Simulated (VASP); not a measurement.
# NbP (P6_3/mmc) in VASP: notebook, part 2 of 2

VASP 6.6.1. The steps go on from the part before.

### Step 5. Relaxation of shape and atoms at fixed volume, PBE (16.63 Å³/atom)

This run uses another cell than the first one, of 16.63 Å³/atom.

Contents of INCAR:

```
SYSTEM = NbP
PREC     = Accurate       ! precision mode
ENCUT    = 500            ! plane-wave cutoff, eV
EDIFF    = 1E-7           ! SCF threshold, eV
ISMEAR   = 0              ! smearing method
SIGMA    = 0.05           ! smearing width, eV
LREAL    = .False.        ! projectors in reciprocal space
LASPH    = .True.         ! aspherical terms in the spheres
NELM     = 120            ! most SCF steps
ALGO     = Normal         ! electronic algorithm
ISIF     = 4              ! what is computed and relaxed
LWAVE    = .False.        ! write WAVECAR
LCHARG   = .False.        ! write CHGCAR
GGA      = PE             ! functional
IBRION   = 2              ! ionic algorithm
NSW      = 60             ! ionic steps
EDIFFG   = -0.01          ! ionic threshold
GGA_COMPAT= .False.      
NELMIN   = 4
```

Contents of KPOINTS:

```
regular mesh
0
Gamma
  10 10 8
  0 0 0
```

Contents of POSCAR:

```
NbP
1.0
    3.3669702413      0.0000000000      0.0000000000
   -1.6834851207      2.9158817627      0.0000000000
    0.0000000000      0.0000000000      6.7763504964
Nb P
2 2
Direct
    0.0000000000      0.0000000000      0.0000000000
    0.0000000000      0.0000000000      0.5000000000
    0.3333333333      0.6666666667      0.2500000000
    0.6666666667      0.3333333333      0.7500000000
```

Potentials or basis: VASP PAW PBE potentials, release 64 (Nb_sv, P).

Command:

```console
$ cat potpaw_PBE.64/Nb_sv/POTCAR potpaw_PBE.64/P/POTCAR > POTCAR
$ mpirun -np 1 vasp_std > vasp.out
```

OUTCAR:

```text
SYSTEM = NbP
   PREC = Accurate
   ENCUT = 500
   EDIFF = 1E-7
   ISMEAR = 0
   LREAL = .False.
   LASPH = .True.
   NELM = 120
   ISIF = 4
   GGA = PE
   IBRION = 2
   NSW = 60
   EDIFFG = -0.01
   NELMIN = 4

 ion  position               nearest neighbor table
   1  0.000  0.000  0.000-   3 2.58   4 2.58   3 2.58   4 2.58   4 2.58   3 2.58
   2  0.000  0.000  0.500-   3 2.58   4 2.58   3 2.58   4 2.58   4 2.58   3 2.58
   3  0.333  0.667  0.250-   1 2.58   2 2.58   1 2.58   2 2.58   1 2.58   2 2.58
   4  0.667  0.333  0.750-   1 2.58   2 2.58   1 2.58   2 2.58   1 2.58   2 2.58

  LATTYP: Found a hexagonal cell.
 ALAT       =     3.3669702413
 C/A-ratio  =     2.0125958980

  Lattice vectors:

 A1 = (   3.3669702413,   0.0000000000,   0.0000000000)
 A2 = (  -1.6834851207,   2.9158817627,   0.0000000000)
 A3 = (   0.0000000000,   0.0000000000,   6.7763504964)

Analysis of symmetry for initial positions (statically):
=====================================================================
 Subroutine PRICEL returns:
 Original cell was already a primitive cell.

 Routine SETGRP: Setting up the symmetry group for a
 hexagonal supercell.

[... 180 lines left out ...]
  --------------------------------------------------------------------------------------
  -------------------------------------------------------------------------------------
  Total       -2.7415020     -2.7415020     -3.1641399      0.0000000      0.0000000     -0.0000000
  in kB      -66.0228250    -66.0228250    -76.2010960      0.0000000      0.0000000     -0.0000000
  external PRESSURE =     -69.4155820 kB  Pullay stress =       0.0000000 kB
[... 63 lines left out ...]
--------------------------------------- Ionic step        3  -------------------------------------------

 number of electron      35.9999997 magnetization

 Free energy of the ion-electron system (eV)
  ---------------------------------------------------
  ext. energy  EPLUGINS =         0.00000000
  ---------------------------------------------------
  free energy    TOTEN  =       -35.02612053 eV

  energy without entropy =      -35.02322901  energy(sigma->0) =      -35.02467477

 E-fermi :  10.2034     XC(G=0): -11.8259

 val. band max:       10.2001678525   @ k =   0.2000   0.2000   0.2500
 cond. band min:      10.2135133853   @ k =   0.2000  -0.0000   0.0000
 fundamental gap:      0.0133455327
 Fermi energy:        10.2033783814

 k-point     1 :       0.0000    0.0000    0.0000
  band No.  band energies     occupation
      1     -44.8454      2.00000
      2     -44.8292      2.00000
      3     -21.0959      2.00000
      4     -20.8380      2.00000
      5     -20.7796      2.00000
      6     -20.7796      2.00000
[... 589 lines left out ...]
     21      12.8190      0.00000
     22      13.0734      0.00000

 [... further k-points ...]

------------------------ aborting loop because EDIFF is reached ----------------------------------------

  FORCE on cell =-STRESS in cart. coord.  units (eV):
  Direction    XX          YY          ZZ          XY          YZ          ZX
  --------------------------------------------------------------------------------------
  -------------------------------------------------------------------------------------
  Total       -2.7982064     -2.7982064     -2.8013832      0.0000000      0.0000000     -0.0000000
  in kB      -67.3884213    -67.3884213    -67.4649267      0.0000000      0.0000000     -0.0000000
  external PRESSURE =     -67.4139231 kB  Pullay stress =       0.0000000 kB
[... 19 lines left out ...]
  FREE ENERGIE OF THE ION-ELECTRON SYSTEM (eV)
  ---------------------------------------------------
  free  energy   TOTEN  =       -35.0261205263 eV

  energy  without entropy=      -35.0232290086  energy(sigma->0) =      -35.02467477

 reached required accuracy - stopping structural energy minimisation
```

Run time: 1.9 min. Hardware: 1 thread of Intel Xeon 6975P-C (Granite Rapids), shared host; peak memory 0.25 GiB.

What came out:

```
Free energy               : -35.0261 eV
Energy gained by relaxing : 0.2 meV/atom
Ionic steps               : 3
Pressure after relaxing   : -6.7 GPa
Band gap on the k mesh    : zero (bands 18 and 19 overlap by 0.45 eV)
```

Step by step:
| step | energy change (eV) | largest force (eV/Å) | pressure (GPa) | volume (Å³) |
| --- | --- | --- | --- | --- |
| 1 | 0.0000 | 0.0000 | -6.94 | 66.53 |
| 2 | -0.0009 | 0.0000 | -6.79 | 66.53 |
| 3 | -0.0009 | 0.0000 | -6.74 | 66.53 |

Final structure:
```xyz
4
Lattice="3.3743 0.0000 0.0000 -1.6871 2.9222 0.0000 0.0000 0.0000 6.7471" Properties=species:S:1:pos:R:3 pbc="T T T"
Nb    0.0000    0.0000    0.0000
Nb    0.0000    0.0000    3.3736
P     0.0000    1.9481    1.6868
P     1.6871    0.9741    5.0603
```

Levels at points of the mesh, in eV from the Fermi level:
```
           k point  band 15  band 16  band 17  band 18  band 19  band 20  band 21  band 22
(0.00, 0.00, 0.00)    -1.02    -0.56    -0.56    -0.12    -0.12     1.08     1.08     1.70
(0.50, 0.00, 0.00)    -2.59    -2.52    -1.21    -0.54     0.74     2.51     2.74     2.96
(0.00, 0.00, 0.50)    -1.99    -1.99     0.27     0.27     0.48     0.48     0.48     0.48
(0.50, 0.00, 0.50)    -2.42    -2.42    -1.40    -1.40     2.62     2.62     2.66     2.66
```

### Step 6. The runs side by side

```tsv
task	cell	gap on the mesh (eV)	pressure (GPa)
relaxation of cell and atoms	relaxed from a = 3.732, b = 3.732, c = 5.201 Å, angles 90.0, 90.0, 120.0°, 4 atoms	none	0.0
relaxation of shape and atoms at fixed volume	relaxed from a = 3.294, b = 3.294, c = 6.671 Å, angles 90.0, 90.0, 120.0°, 4 atoms	none	3.3
relaxation of shape and atoms at fixed volume	relaxed from a = 3.338, b = 3.338, c = 6.761 Å, angles 90.0, 90.0, 120.0°, 4 atoms	none	-3.7
relaxation of shape and atoms at fixed volume	relaxed from a = 3.367, b = 3.367, c = 6.776 Å, angles 90.0, 90.0, 120.0°, 4 atoms	none	-6.7
```

Alike in all rows: level PBE; potentials or basis VASP PAW PBE potentials, release 64 (Nb_sv, P); no spin polarisation; k mesh 10 × 10 × 8; cutoff (eV) 500; smearing gaussian 0.05 eV.

Caveats: a cell axis changed by over 15 % at a fixed basis, so the end point is rough (at least some runs).

Absolute energies hang on the potentials; compare differences alone.
